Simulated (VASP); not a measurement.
# Yb (Fm-3m) in VASP: a series of runs, part 2 of 3

VASP 6.6.1. The steps go on from the part before.

### 3 Single point, PBE (38.63 Å³/atom)

This run uses another cell than the first one, of 38.63 Å³/atom.

File INCAR:

```
SYSTEM = Yb
PREC = Accurate
ENCUT = 520
EDIFF = 1E-7
ISMEAR = -1
SIGMA = 0.1
LREAL = .FALSE.
LASPH = .TRUE.
NELM = 80
ALGO = Normal
ISIF = 2
LWAVE = .FALSE.
LCHARG = .FALSE.
GGA = PE
NBANDS = 18
```

File KPOINTS:

```
regular mesh
0
G
  17 17 17
  0 0 0
```

File POSCAR:

```
Yb
1.0
    0.0000000000      2.6831212314      2.6831212314
    2.6831212314      0.0000000000      2.6831212314
    2.6831212314      2.6831212314      0.0000000000
Yb
1
Direct
    0.0000000000      0.0000000000      0.0000000000
```

Potentials or basis: VASP PAW PBE potentials, release 64 (Yb).

Started as:

```
$ cat potpaw_PBE.64/Yb/POTCAR > POTCAR
$ mpirun -np 1 vasp_std > vasp.out
```

OUTCAR:

```text
SYSTEM = Yb
   PREC = Accurate
   ENCUT = 520
   EDIFF = 1E-7
   ISMEAR = -1
   LREAL = .FALSE.
   LASPH = .TRUE.
   NELM = 80
   ISIF = 2
   GGA = PE

 ion  position               nearest neighbor table
   1  0.000  0.000  0.000-

  LATTYP: Found a face centered cubic cell.
 ALAT       =     5.3662424628

  Lattice vectors:

 A1 = (   0.0000000000,   2.6831212314,   2.6831212314)
 A2 = (   2.6831212314,   0.0000000000,   2.6831212314)
 A3 = (   2.6831212314,   2.6831212314,   0.0000000000)

Analysis of symmetry for initial positions (statically):
=====================================================================
 Subroutine PRICEL returns:
 Original cell was already a primitive cell.

 Routine SETGRP: Setting up the symmetry group for a
 face centered cubic supercell.

 Subroutine GETGRP returns: Found 48 space group operations
 (whereof 48 operations were pure point group operations)
 out of a pool of 48 trial point group operations.

The static configuration has the point symmetry O_h .

Analysis of symmetry for dynamics (positions and initial velocities):
=====================================================================
 Subroutine PRICEL returns:
 Original cell was already a primitive cell.

 Routine SETGRP: Setting up the symmetry group for a
 face centered cubic supercell.

 Subroutine GETGRP returns: Found 48 space group operations
 (whereof 48 operations were pure point group operations)
 out of a pool of 48 trial point group operations.

The dynamic configuration has the point symmetry O_h .

 Subroutine INISYM returns: Found 48 space group operations
 (whereof 48 operations are pure point group operations),
 and found     1 'primitive' translations

----------------------------------------------------------------------------------------

                                     Primitive cell

  volume of cell :      38.6323

  direct lattice vectors                    reciprocal lattice vectors
     0.000000000  2.683121231  2.683121231    -0.186350134  0.186350134  0.186350134
     2.683121231  0.000000000  2.683121231     0.186350134 -0.186350134  0.186350134
     2.683121231  2.683121231  0.000000000     0.186350134  0.186350134 -0.186350134

  length of vectors
     3.794506435  3.794506435  3.794506435     0.322767899  0.322767899  0.322767899

  position of ions in fractional coordinates (direct lattice)
     0.000000000  0.000000000  0.000000000

  ion indices of the primitive-cell ions
   primitive index   ion index
                 1           1

----------------------------------------------------------------------------------------

 KPOINTS: regular mesh

Automatic generation of k-mesh.
 Grid dimensions read from file:
 generate k-points for:   17   17   17

 Generating k-lattice:

  Cartesian coordinates                     Fractional coordinates (reciprocal lattice)
    -0.010961773  0.010961773  0.010961773     0.058823529  0.000000000  0.000000000
     0.010961773 -0.010961773  0.010961773     0.000000000  0.058823529  0.000000000
     0.010961773  0.010961773 -0.010961773     0.000000000  0.000000000  0.058823529

  Length of vectors
     0.018986347  0.018986347  0.018986347

  Shift w.r.t. Gamma in fractional coordinates (k-lattice)
     0.000000000  0.000000000  0.000000000

 Subroutine IBZKPT returns following result:
 ===========================================

 Found    165 irreducible k-points:

 Following reciprocal coordinates:
            Coordinates               Weight
  0.000000  0.000000  0.000000      1.000000
  0.058824  0.000000  0.000000      8.000000
  0.117647  0.000000  0.000000      8.000000
  0.176471  0.000000  0.000000      8.000000
  0.235294  0.000000  0.000000      8.000000
  0.294118  0.000000  0.000000      8.000000
[... 16 lines left out ...]
 -0.176471  0.058824  0.000000     24.000000
 -0.117647  0.058824  0.000000     24.000000
 [... further k-points ...]
   k-points           NKPTS =    165   k-points in BZ     NKDIM =    165   number of bands    NBANDS=     18
   number of dos      NEDOS =    301   number of ions     NIONS =      1
   total plane-waves  NPLWV =  21952
   dimension x,y,z NGX =    28 NGY =   28 NGZ =   28
   dimension x,y,z NGXF=    56 NGYF=   56 NGZF=   56
   ions per type =               1
   NGX,Y,Z   is equivalent  to a cutoff of  12.27, 12.27, 12.27 a.u.
   NGXF,Y,Z  is equivalent  to a cutoff of  24.53, 24.53, 24.53 a.u.
 SYSTEM =  Yb
   PREC   = accura    normal or accurate (medium, high low for compatibility)
   ISTART =      0    job   : 0-new  1-cont  2-samecut
   ICHARG =      2    charge: 1-file 2-atom 10-const
   ISPIN  =      1    spin polarized calculation?
   LNONCOLLINEAR =      F non collinear calculations
   LSORBIT =      F    spin-orbit coupling
   LASPH  =      T    aspherical Exc in radial PAW
   ENCUT  =  520.0 eV  38.22 Ry    6.18 a.u.   7.06  7.06  7.06*2*pi/ulx,y,z
   NELM   =     80;   NELMIN=  2; NELMDL= -5     # of ELM steps
   EDIFF  = 0.1E-06   stopping-criterion for ELM
   LREAL  =      F    real-space projection
   EDIFFG = 0.1E-05   stopping-criterion for IOM
   NSW    =      0    number of steps for IOM
   IBRION =     -1    ionic relax: 0-MD 1-quasi-New 2-CG
   NFREE  =      0    steps in history (QN), initial steepest desc. (CG)
   ISIF   =      2    stress and relaxation
   ISYM   =      2    0-nonsym 1-usesym 2-fastsym
   POTIM  = 0.5000    time-step for ionic-motion
   TEBEG  =    0.0;   TEEND  =   0.0 temperature during run
   PSTRESS=    0.0 pullay stress
   NELECT =      24.0000    total number of electrons
   NUPDOWN=      -1.0000    fix difference up-down
   EMIN   =  10.00;   EMAX   =-10.00  energy-range for DOS
   EFERMI =   0.00;   METHOD = LEGACY
   ISMEAR =    -1;   SIGMA  =   0.10  broadening in eV -4-tet -1-fermi 0-gaus
   EFERMI_NEDOS =   21; number of points for ismear=-14 and -15
   IALGO  =     38    algorithm
   IMIX   =      4    mixing-type and parameters
     AMIX     =   0.40;   BMIX     =  1.00
     AMIX_MAG =   1.60;   BMIX_MAG =  1.00
  volume/ion in A,a.u.               =      38.63       260.70
  Fermi-wavevector in a.u.,A,eV,Ry     =   1.396888  2.639736 26.548999  1.951296
  Thomas-Fermi vector in A             =   2.520198
   LORBIT       =      0    0 simple, 1 ext, 2 COOP (PROOUT), +10 PAW based schemes
   GGA     = PE    functional components
   LHFCALC =     F    Hartree Fock is set to
   AEXX    =    0.0000 exact exchange contribution
   IVDW    =     0    specifies the selected vdW correction
   LEPSILON=     F    determine dielectric tensor
   LRPA    =     F    only Hartree local field effects (RPA)
 non-spin polarized calculation
  energy-cutoff  :      520.00
  volume of cell :       38.63
 maximum number of plane-waves:      1051
   NGX = 15   NGY = 15   NGZ = 15

 number of electron      23.9999986 magnetization

 Free energy of the ion-electron system (eV)
  ---------------------------------------------------
  ext. energy  EPLUGINS =         0.00000000
  ---------------------------------------------------
  free energy    TOTEN  =        -3.58635661 eV

  energy without entropy =       -3.49074248  energy(sigma->0) =       -3.53854955

 E-fermi :   1.3870     XC(G=0):  -9.1393

 val. band max:        1.3475808056   @ k =  -0.2941   0.4118   0.1765
 cond. band min:       1.3952618391   @ k =  -0.3529   0.2941   0.1176
 fundamental gap:      0.0476810336
 Fermi energy:         1.3869736892

 k-point     1 :       0.0000    0.0000    0.0000
  band No.  band energies     occupation
      1     -50.5128      2.00000
      2     -22.7255      2.00000
      3     -22.7255      2.00000
      4     -22.7255      2.00000
      5      -3.6522      2.00000
      6       0.7831      1.99524
[... 10 lines left out ...]
     17       6.0911      0.00000
     18      10.5404      0.00000

 k-point     2 :       0.0588    0.0000    0.0000
  band No.  band energies     occupation
      1     -50.5124      2.00000
      2     -22.7346      2.00000
      3     -22.7267      2.00000
      4     -22.7267      2.00000
      5      -3.5772      2.00000
      6       0.7841      1.99520
[... 10 lines left out ...]
     17       6.0428      0.00000
     18      10.7273      0.00000
[... 442 lines left out ...]
 k-point    24 :      -0.1176    0.0588    0.0000
  band No.  band energies     occupation
      1     -50.5104      2.00000
      2     -22.7765      2.00000
      3     -22.7389      2.00000
      4     -22.7302      2.00000
      5      -3.1875      2.00000
      6       0.7892      1.99494
[... 10 lines left out ...]
     17       6.0785      0.00000
     18      11.3861      0.00000

 [... further k-points ...]

------------------------ aborting loop because EDIFF is reached ----------------------------------------

  FORCE on cell =-STRESS in cart. coord.  units (eV):
  Direction    XX          YY          ZZ          XY          YZ          ZX
  --------------------------------------------------------------------------------------
  -------------------------------------------------------------------------------------
  Total       -0.2568430     -0.2568430     -0.2568430      0.0000000     -0.0000000      0.0000000
  in kB      -10.6519082    -10.6519082    -10.6519082      0.0000000     -0.0000000      0.0000000
  external PRESSURE =     -10.6519082 kB  Pullay stress =       0.0000000 kB

 VOLUME and BASIS-vectors are now :
 -----------------------------------------------------------------------------
  energy-cutoff  :      520.00
  volume of cell :       38.63
      direct lattice vectors                 reciprocal lattice vectors
     0.000000000  2.683121231  2.683121231    -0.186350134  0.186350134  0.186350134
     2.683121231  0.000000000  2.683121231     0.186350134 -0.186350134  0.186350134
     2.683121231  2.683121231  0.000000000     0.186350134  0.186350134 -0.186350134

 POSITION                                       TOTAL-FORCE (eV/Angst)
 -----------------------------------------------------------------------------------
      0.00000      0.00000      0.00000         0.000000      0.000000     -0.000000
 -----------------------------------------------------------------------------------
    total drift:                               -0.000000     -0.000000     -0.000000

  FREE ENERGIE OF THE ION-ELECTRON SYSTEM (eV)
  ---------------------------------------------------
  free  energy   TOTEN  =        -3.5863566087 eV

  energy  without entropy=       -3.4907424825  energy(sigma->0) =       -3.53854955
```

OSZICAR:

```text
N       E                     dE             d eps       ncg     rms          rms(c)
DAV:   1     0.121063940374E+03    0.12106E+03   -0.86565E+03  7536   0.901E+03
DAV:   2     0.131015362379E+02   -0.10796E+03   -0.10439E+03  7588   0.547E+02
DAV:   3    -0.146135744471E+01   -0.14563E+02   -0.14425E+02  8986   0.119E+02
DAV:   4    -0.366627851611E+01   -0.22049E+01   -0.21964E+01 11650   0.356E+01
[... 16 lines left out ...]
DAV:  21    -0.358638731337E+01    0.82541E-04   -0.63813E-05 10968   0.226E-01    0.113E-01
DAV:  22    -0.358637347729E+01    0.13836E-04   -0.84206E-06 11614   0.653E-02    0.171E-01
DAV:  23    -0.358635831641E+01    0.15161E-04   -0.16908E-05  8996   0.124E-01    0.774E-02
DAV:  24    -0.358635661064E+01    0.17058E-05   -0.46612E-06 11562   0.513E-02    0.914E-03
DAV:  25    -0.358635660867E+01    0.19745E-08   -0.41885E-07  9002   0.994E-03
   1 F= -.35863566E+01 E0= -.35385495E+01  d E =-.956141E-01
```

stdout:

```text
POSCAR found type information on POSCAR Yb
 POSCAR found :  1 types and       1 ions
 scaLAPACK will be used
 LDA part: xc-table for (Slater+PW92), standard interpolation
 POSCAR, INCAR and KPOINTS ok, starting setup
 FFT: planning ... GRIDC
 FFT: planning ... GRID_SOFT
 FFT: planning ... GRID
 WAVECAR not read
 entering main loop
```

Wall time 2.4 min (1 thread of Intel Xeon Platinum 8488C (Sapphire Rapids), shared host); peak memory 0.26 GiB.

What came out:

```yaml
Free_energy: -3.5864 eV
Pressure: -1.1 GPa
Band_gap_on_the_k_mesh: zero (bands 12 and 13 overlap by 0.04 eV)
```

Levels at points of the mesh, in eV from the Fermi level:
| k point | band 10 | band 11 | band 12 | band 13 | band 14 | band 15 |
| --- | --- | --- | --- | --- | --- | --- |
| (0.00, 0.00, 0.00) | -0.44 | -0.44 | -0.44 | 2.74 | 2.74 | 2.74 |

Caveat: spin-orbit coupling is left out, which moves the levels of the heavy elements.

### 4 Single point, PBE (40.06 Å³/atom)

This run uses another cell than the first one, of 40.06 Å³/atom.

File INCAR:

```
SYSTEM = Yb
ALGO = Normal
EDIFF = 1E-6
ENCUT = 520
GGA = PE
ISIF = 2
ISMEAR = -1
LASPH = .True.
LCHARG = .True.
LELF = .True.
LREAL = .False.
LVHAR = .True.
LWAVE = .False.
NBANDS = 18
NELM = 80
PREC = Accurate
SIGMA = 0.1
```

File KPOINTS:

```
k-points
0
Gamma
  17 17 17
  0 0 0
```

File POSCAR:

```
Yb
1.0
    0.0000000000      2.7158454471      2.7158454471
    2.7158454471      0.0000000000      2.7158454471
    2.7158454471      2.7158454471      0.0000000000
Yb
1
Direct
    0.0000000000      0.0000000000      0.0000000000
```

Started as:

```
$ cat potpaw_PBE.64/Yb/POTCAR > POTCAR
$ mpirun -np 1 vasp_std > vasp.out
```

Wall time 2.5 min (1 thread of Intel Xeon Platinum 8488C (Sapphire Rapids), shared host); peak memory 0.27 GiB.

The run converged. Its results:

| Quantity | Value |
| --- | --- |
| Free energy | -3.5718 eV |
| Pressure | -1.4 GPa |
| Band gap on the k mesh | zero (bands 12 and 13 overlap by 0.05 eV) |

Levels at points of the mesh, in eV from the Fermi level:
```csv
k point,band 10,band 11,band 12,band 13,band 14,band 15
"(0.00, 0.00, 0.00)",-0.45,-0.45,-0.45,2.71,2.71,2.71
```

Caveat: spin-orbit coupling is left out, which moves the levels of the heavy elements.

### 5 Single point, PBE, collinear spin, ferromagnetic start (34.20 Å³/atom)

This run uses another cell than the first one, of 34.20 Å³/atom.

File INCAR:

```
ALGO = Normal
EDIFF = 1E-7
ENCUT = 520
GGA = PE
ISIF = 2
ISMEAR = -1
ISPIN = 2
LASPH = T
LCHARG = T
LELF = T
LMAXMIX = 6
LORBIT = 11
LREAL = F
LVHAR = T
LWAVE = F
MAGMOM = 1
NBANDS = 22
NELM = 150
PREC = Accurate
SIGMA = 0.05
```

File KPOINTS:

```
k-points
0
Gamma
  17 17 17
```

File POSCAR:

```
Yb
1.0
    0.0000000000      2.5762874276      2.5762874276
    2.5762874276      0.0000000000      2.5762874276
    2.5762874276      2.5762874276      0.0000000000
Yb
1
Direct
    0.0000000000      0.0000000000      0.0000000000
```

Potentials or basis: VASP PAW PBE potentials, release 64 (Yb).

Started as:

```
$ cat potpaw_PBE.64/Yb/POTCAR > POTCAR
$ mpirun -np 1 vasp_std > vasp.out
```

OUTCAR:

```text
EDIFF = 1E-7
   ENCUT = 520
   GGA = PE
   ISIF = 2
   ISMEAR = -1
   ISPIN = 2
   LASPH = T
   LORBIT = 11
   LREAL = F
   NELM = 150
   PREC = Accurate

 ion  position               nearest neighbor table
   1  0.000  0.000  0.000-

  LATTYP: Found a face centered cubic cell.
 ALAT       =     5.1525748552

  Lattice vectors:

 A1 = (   0.0000000000,   2.5762874276,   2.5762874276)
 A2 = (   2.5762874276,   0.0000000000,   2.5762874276)
 A3 = (   2.5762874276,   2.5762874276,   0.0000000000)

Analysis of symmetry for initial positions (statically):
=====================================================================
 Subroutine PRICEL returns:
[... 1405 lines left out ...]
  Total       -0.0523319     -0.0523319     -0.0523319     -0.0000000      0.0000000     -0.0000000
  in kB       -2.4516797     -2.4516797     -2.4516797     -0.0000000      0.0000000     -0.0000000
  external PRESSURE =      -2.4516797 kB  Pullay stress =       0.0000000 kB

 VOLUME and BASIS-vectors are now :
 -----------------------------------------------------------------------------
  energy-cutoff  :      520.00
  volume of cell :       34.20
      direct lattice vectors                 reciprocal lattice vectors
     0.000000000  2.576287428  2.576287428    -0.194077724  0.194077724  0.194077724
     2.576287428  0.000000000  2.576287428     0.194077724 -0.194077724  0.194077724
     2.576287428  2.576287428  0.000000000     0.194077724  0.194077724 -0.194077724

 POSITION                                       TOTAL-FORCE (eV/Angst)
 -----------------------------------------------------------------------------------
      0.00000      0.00000      0.00000        -0.000000     -0.000000     -0.000000
 -----------------------------------------------------------------------------------
    total drift:                               -0.000000     -0.000000     -0.000000

  FREE ENERGIE OF THE ION-ELECTRON SYSTEM (eV)
  ---------------------------------------------------
  free  energy   TOTEN  =        -3.5696285469 eV

  energy  without entropy=       -3.5574607189  energy(sigma->0) =       -3.56354463

 total charge

# of ion       s       p       d       f       tot
--------------------------------------------------
    1        2.229   5.992   0.293  13.603  22.117

 magnetization (x)

# of ion       s       p       d       f       tot
--------------------------------------------------
    1       -0.000   0.000   0.000  -0.000  -0.000
```

stdout:

```text
POSCAR found type information on POSCAR Yb
 POSCAR found :  1 types and       1 ions
 scaLAPACK will be used
 LDA part: xc-table for (Slater+PW92), standard interpolation
 POSCAR, INCAR and KPOINTS ok, starting setup
 FFT: planning ... GRIDC
 FFT: planning ... GRID_SOFT
 FFT: planning ... GRID
 WAVECAR not read
 entering main loop
```

Run time: 10 min. Hardware: 1 thread of Intel Xeon 6975P-C (Granite Rapids), shared host; peak memory 0.35 GiB.

Results:

```
Free energy                                           : -3.5696 eV
Pressure                                              : -0.2 GPa
Band gap on the k mesh                                : zero (filled and empty bands overlap)
Net moment                                            : 0.00 μB per cell
Valence electrons inside the program's atomic spheres : Yb 22.12
```

Levels at points of the mesh, in eV from the Fermi level:
Spin up:
```csv
k point,band 10,band 11,band 12,band 13,band 14,band 15
"(0.00, 0.00, 0.00)",-0.31,-0.31,-0.31,2.89,2.89,2.89
```
Spin down:
```tsv
k point	band 8	band 9	band 10	band 11	band 12	band 13	band 14	band 15	band 16	band 17
(0.00, 0.00, 0.00)	-0.41	-0.41	-0.31	-0.31	-0.31	2.89	2.89	2.89	5.12	5.12
```

Caveat: spin-orbit coupling is left out, which moves the levels of the heavy elements.

[end of part 2 of 3]

The gap in the log of VASP goes by the Fermi energy; the results here count the filled bands.